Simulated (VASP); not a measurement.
Runs of VASP 6.6.1 on Mg2SO. The structure is that of space group P-4m2 (No. 115), or close to it. The cells are those of the table. 

| task | level | cell | k mesh | cutoff (eV) | smearing | gap on the mesh (eV) | pressure (GPa) | relaxed volume (Å³/atom) | largest force (eV/Å) |
| --- | --- | --- | --- | --- | --- | --- | --- | --- | --- |
| single point | PBE | a = 3.675, b = 3.675, c = 4.884 Å, 4 atoms | 4 × 4 × 4 | 520 | gaussian 0.01 eV | 1.61 | 1.8 | - | 0.02 |
| single point | r2SCAN | a = 3.675, b = 3.675, c = 4.884 Å, 4 atoms | 6 × 6 × 6 | 520 | fermi-dirac 0.02 eV | 2.17 | -0.5 | - | 0.01 |
| relaxation of cell and atoms | PBE | relaxed from a = 3.449, b = 3.449, c = 4.877 Å, 4 atoms | 6 × 6 × 6 | 600 | fermi-dirac 0.02 eV | 1.53 | 0.0 | 16.88 | - |
| single point | r2SCAN | a = 3.675, b = 3.675, c = 4.884 Å, 4 atoms | 8 × 8 × 6 | 520 | gaussian 0.01 eV | 2.17 | -0.4 | - | 0.01 |
| relaxation of cell and atoms | r2SCAN | relaxed from a = 3.686, b = 3.686, c = 4.985 Å, 4 atoms | 6 × 6 × 6 | 600 | fermi-dirac 0.02 eV | (a) | 0.0 | 16.40 | - |
| single point | PBE | a = 3.686, b = 3.686, c = 4.985 Å, 4 atoms | 6 × 6 × 6 | 520 | fermi-dirac 0.02 eV | 1.52 | -0.3 | - | - |
| single point | PBE | a = 3.675, b = 3.675, c = 4.884 Å, 4 atoms | 8 × 8 × 6 | 520 | fermi-dirac 0.02 eV | 1.62 | (b) | - | 0.01 |

Alike in all rows: potentials or basis VASP PAW PBE potentials, release 64 (O, Mg, S); no spin polarisation.

Task: Fill in the values left out.

Result: (a) 2.15; (b) 1.7.

Caveats: some runs use coarse meshes; the PAW data sets were made with another functional, which shifts forces and pressure a little (some runs); the volume moved by over 15 % at a fixed basis, so the end points are rough (some runs).

A k mesh can miss the band edges.
